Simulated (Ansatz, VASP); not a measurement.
# Two plane-wave programs on TiO2

The input INCAR:

```
PREC = Accurate ; ENCUT = 520
EDIFF = 1E-8 ; ISMEAR = -1
SIGMA = 0.05 ; LREAL = False
LASPH = True ; NELM = 80
ALGO = Normal ; ISIF = 2
LWAVE = False ; LCHARG = False
GGA = PE ; LEFG = True
NBANDS = 33
```

File KPOINTS:

```
regular mesh
0
Gamma
  7 7 10
```

Contents of POSCAR:

```
TiO2
1.0
    4.5940000000      0.0229700000      0.0229700000
    0.0229700000      4.5940000000      0.0229700000
    0.0147950000      0.0147950000      2.9590000000
Ti O
2 4
Direct
    0.0000000000      0.0000000000      0.0000000000
    0.5000000000      0.5000000000      0.5000000000
    0.3060000000      0.3060000000      0.0000000000
    0.1940000000      0.8060000000      0.5000000000
    0.6940000000      0.6940000000      0.0000000000
    0.8060000000      0.1940000000      0.5000000000
```

Input for Ansatz:

```yaml
crystal:
  lattice:
    - [4.594, 0.02297, 0.02297]
    - [0.02297, 4.594, 0.02297]
    - [0.014795, 0.014795, 2.959]
  atoms:
    - { symbol: Ti, position: [0.0, 0.0, 0.0] }
    - { symbol: Ti, position: [0.5, 0.5, 0.5] }
    - { symbol: O, position: [0.306, 0.306, 0.0] }
    - { symbol: O, position: [0.194, 0.806, 0.5] }
    - { symbol: O, position: [0.694, 0.694, 0.0] }
    - { symbol: O, position: [0.806, 0.194, 0.5] }
kpoints:
  mp_grid: { grid: [7, 7, 10] }
scf:
  occupations: { method: fermi_dirac, width: 0.05 }
hamiltonian:
  xc: pbe
  pseudopotentials: { kind: paw }
output:
  forces: true
  stress: true
  eigenvalues: true
  efg: { contact_densities: true }
  write_density: true
  write_potential: true
  elf: true
  volumetric_format: npy
```

Change from the starting cell: equal xy, yz and zx shear strains of +1 %, PAW files.

Alike in both runs: task electric field gradients; functional PBE; k mesh 7 × 7 × 10; occupations fermi-dirac, width 0.05 eV; no spin polarisation.

|  | VASP | Ansatz |
| --- | --- | --- |
| version | VASP 6.6.1 | Ansatz 0.2.0 |
| potentials or method | VASP PAW PBE potentials, release 64 (Ti_sv, O) | PAW with Ansatz's default frozen-core files, scalar-relativistic |
| plane-wave cutoff (eV) | 520 | 420 |
| valence electrons in the cell | 48 | 48 |

|  | VASP | Ansatz | Ansatz less VASP |
| --- | --- | --- | --- |
| gap on the k mesh at the Fermi level (eV) | 1.91 | 1.94 | +0.027 |
| pressure (GPa) | 6.2 | 5.5 | -0.70 |
| traceless stress, the component that is largest in VASP (GPa) | -2.25 | -2.24 | +0.018 |
| rms of the force components (eV/Å) | 0.130 | 0.117 | -0.0138 |
| size of Vzz on the site where it differs most (V/Å²) | 20.6 | 21.9 | +1.23 |

Atom by atom the forces differ by 0.014 eV/Å (rms over components).
